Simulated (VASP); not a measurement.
Write the native input for VASP 6.6.1 that does the following.

```yaml
Task: single point
Functional: LDA
Potentials_or_basis: VASP PAW LDA potentials, release 64 (Fe, O)
Cutoff: 520 eV
k_mesh: 8 × 8 × 8
Occupations: gaussian, width 0.05 eV
Spin: collinear spin, ferromagnetic start
Starting_moments: "[4.0, 0.0] μB"
Hubbard_terms: Fe d U = 5.0 eV, J = 0.9 eV
Dipole_correction: no
LDAUTYPE: 1
Hund's_J: 0.9
Further_INCAR_settings: ALGO = Normal; EDIFF = 1e-07; NBANDS = 18
```

The structure of FeO lies in POSCAR:

```
FeO
1.0
    0.0000000000      2.1554001600      2.1554001600
    2.1554001600      0.0000000000      2.1554001600
    2.1554001600      2.1554001600      0.0000000000
Fe O
1 1
Direct
    0.0000000000      0.0000000000      0.0000000000
    0.5000000000      0.5000000000      0.5000000000
```

These files were run (other wordings do the same):

INCAR

```
ALGO = Normal
EDIFF = 1E-7
ENCUT = 520
GGA = CA
ISIF = 2
ISMEAR = 0
ISPIN = 2
LASPH = T
LCHARG = F
LDAU = T
LDAUJ = 0.9 0
LDAUL = 2 -1
LDAUPRINT = 1
LDAUTYPE = 1
LDAUU = 5 0
LMAXMIX = 4
LORBIT = 11
LREAL = F
LWAVE = F
MAGMOM = 4 0
NBANDS = 18
NELM = 150
PREC = Accurate
SIGMA = 0.05
```

KPOINTS

```
k-points
0
Gamma
  8 8 8
```

Potentials or basis: VASP PAW LDA potentials, release 64 (Fe, O).

The run is started by

```bash
$ cat potpaw_LDA.64/Fe/POTCAR potpaw_LDA.64/O/POTCAR > POTCAR
$ mpirun -np 1 vasp_std > vasp.out
```

It gave:

| Property | Result |
| --- | --- |
| Pressure | -15.7 GPa |
| Band gap on the k mesh | zero (filled and empty bands overlap) |
| Net moment | 4.00 μB per cell |
| Site moments | Fe +3.79; O +0.21 μB |
| Valence electrons inside the program's atomic spheres | Fe 6.77; O 4.97 |

Caveat: a cell with one magnetic atom can't hold antiferromagnetic order, which such compounds often take.

Wall time 7.4 s on 1 thread of Intel(R) Xeon(R) 6975P-C (Granite Rapids), with other jobs on the host, peak memory 0.14 GiB.
